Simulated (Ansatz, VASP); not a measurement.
## ZnSe: VASP beside Ansatz

```
Zn Se
1.0
     0.00000    2.83380    2.83380
     2.83380    0.00000    2.83380
     2.83380    2.83380    0.00000
Zn Se
1 1
Cartesian
  0.0000 0.0000 0.0000
  1.4169 1.4169 1.4169
```

Alike in both runs: task single point; functional PBEsol; k mesh 8 × 8 × 8; occupations gaussian, width 0.05 eV; no spin polarisation.

```csv
,VASP,Ansatz
version,VASP 6.6.1,Ansatz 0.2.0
potentials or method,"VASP PAW PBE potentials, release 64 (Zn, Se), cutoff 520 eV","scalar-relativistic, plane waves, PAW"
valence electrons in the cell,18,28
```

|  | VASP | Ansatz | Ansatz less VASP |
| --- | --- | --- | --- |
| gap on the k mesh at the Fermi level (eV) | 1.17 | 1.17 | -0.003 |
| least direct gap on the mesh (eV) | 1.17 | 1.17 | -0.003 |
| pressure (GPa) | -0.9 | -1.1 | -0.25 |

VASP's potentials were made for PBE, not for PBEsol. VASP's potentials hold 18 valence electrons a cell and Ansatz's 28, so a difference there can come from the potentials and not from the codes.
